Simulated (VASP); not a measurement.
Set up this calculation in VASP 6.6.1, as the native input.

- Task: single point
- Functional: PBE
- Potentials or basis: VASP PAW PBE potentials, release 64 (As_d)
- Cutoff: 600 eV
- k mesh: 9 × 9 × 9
- Occupations: fermi-dirac, width 0.05 eV
- Spin: no spin polarisation
- Dipole correction: no
- Second run: valence_matched
- Further INCAR settings: ALGO = Normal; EDIFF = 1e-06; NBANDS = 22

The structure of As lies in POSCAR:

```
As
1.0
    1.9055470646      1.1001681106      3.5603049553
   -1.9055470646      1.1001681106      3.5603049553
    0.0000000000     -2.2003362214      3.5603049553
As
2
Direct
    0.2260000000      0.2260000000      0.2260000000
    0.7740000000      0.7740000000      0.7740000000
```

The input as run:

INCAR

```
SYSTEM = As
PREC     = Accurate       ! precision mode
ENCUT    = 600            ! plane-wave cutoff, eV
EDIFF    = 1E-6           ! SCF threshold, eV
ISMEAR   = -1             ! smearing method
SIGMA    = 0.05           ! smearing width, eV
LREAL    = .False.        ! projectors in reciprocal space
LASPH    = .True.         ! aspherical terms in the spheres
NELM     = 120            ! most SCF steps
ALGO     = Normal         ! electronic algorithm
ISIF     = 2              ! what is computed and relaxed
LWAVE    = .False.        ! write WAVECAR
LCHARG   = .False.        ! write CHGCAR
GGA      = PE             ! functional
NBANDS   = 22             ! bands
GGA_COMPAT= .False.
```

KPOINTS

```
Automatic mesh
0
Gamma
  9 9 9
  0 0 0
```

Potentials or basis: VASP PAW PBE potentials, release 64 (As_d).

The run is started by

```console
$ cat potpaw_PBE.64/As_d/POTCAR > POTCAR
$ mpirun -np 1 vasp_std > vasp.out
```

Results of the run:

```yaml
Pressure: 0.8 GPa
Largest_force: 0.185 eV/Å
Band_gap_on_the_k_mesh: zero (band 15 reaches 3.44 eV, above the bottom of band 16 at 3.34 eV)
```

Wall time 71 s on 1 thread of Intel(R) Xeon(R) Platinum 8259CL CPU @ 2.50GHz (Skylake/Cascade Lake), with other jobs on the host, peak memory 0.24 GiB.
